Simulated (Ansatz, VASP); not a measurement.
**Two plane-wave programs on CuO**

```
CELL_PARAMETERS angstrom
3.68886 0.00000 5.37674
0.00000 4.13943 0.00000
-4.68305 0.00000 4.89043
ATOMIC_POSITIONS crystal
Cu 0.12543 0.25224 0.87719
Cu 0.62543 0.25224 0.37719
Cu 0.37457 0.74776 0.62281
Cu 0.87457 0.74776 0.12281
Cu 0.37457 0.75224 0.12281
Cu 0.87457 0.75224 0.62281
Cu 0.12543 0.24776 0.37719
Cu 0.62543 0.24776 0.87719
O 0.12380 0.48916 0.12798
O 0.62380 0.48917 0.62798
O 0.37620 0.98916 0.87202
O 0.87620 0.98917 0.37202
O 0.37620 0.51083 0.37202
O 0.87620 0.51084 0.87202
O 0.12380 0.01083 0.62798
O 0.62380 0.01084 0.12798
```

Alike in both runs: functional PBE; k mesh 3 × 6 × 3; occupations gaussian, width 0.02 eV; collinear spin.

Ansatz relaxed the structure, and its values are those at the end. VASP's run is a single point on that final structure, the one shown.

|  | VASP | Ansatz |
| --- | --- | --- |
| version | VASP 6.6.1 | Ansatz 0.2.0 |
| potentials or method | VASP PAW PBE potentials, release 64 (Cu, O) | scalar-relativistic, plane waves, PAW |
| plane-wave cutoff (eV) | 520 | 420 |
| valence electrons in the cell | 136 | 200 |

Ansatz gave:

| Property | Result |
| --- | --- |
| gap on the k mesh at the Fermi level (eV) | none |
| pressure (GPa) | 0.0 |
| rms of the force components (eV/Å) | 0.000 |
| net moment per atom (μB) | 0.00 |
| size of the moment on the site where the two differ most (μB) | 0.31 |

Task: Which values does VASP return?

Result: gap on the k mesh at the Fermi level (eV): none; pressure (GPa): 0.7; rms of the force components (eV/Å): 0.006; net moment per atom (μB): 0.00; size of the moment on the site where the two differ most (μB): 0.28.

Site moments also hang on the region over which each program counts them. A gap of «none» marks a metal or a gap that the smearing closes. VASP's potentials hold 136 valence electrons a cell and Ansatz's 200, so a difference there can come from the potentials and not from the codes.
